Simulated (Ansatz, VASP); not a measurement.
**Two plane-wave programs on Re**

```
CELL_PARAMETERS angstrom
2.77510 0.00000 0.00000
-1.38755 2.40331 0.00000
0.00000 0.00000 24.20930
ATOMIC_POSITIONS crystal
Re 0.83333 0.16667 0.27224
Re 0.16667 0.83333 0.35895
Re 0.83333 0.16667 0.45534
Re 0.16667 0.83333 0.54466
Re 0.83333 0.16667 0.64105
Re 0.16667 0.83333 0.72776
```

Alike in both runs: functional PBE; k mesh 14 × 14 × 1; occupations fermi-dirac, width 0.05 eV; no spin polarisation.

Ansatz relaxed the structure, and its values are those at the end. VASP's run is a single point on that final structure, the one shown.

```csv
,VASP,Ansatz
version,VASP 6.6.1,Ansatz 0.2.0
potentials or method,"VASP PAW PBE potentials, release 64 (Re_sv_GW)","PAW with Ansatz's default frozen-core files, scalar-relativistic"
plane-wave cutoff (eV),410,420
valence electrons in the cell,90,90
```

VASP gave:

```
rms of the force components (eV/Å) : 0.010
```

Task: Which values does Ansatz return?

Result: rms of the force components (eV/Å): 0.002.

Ansatz's warnings: stress scf threshold loose, vacuum density over bound.

Spin-orbit coupling is off throughout.
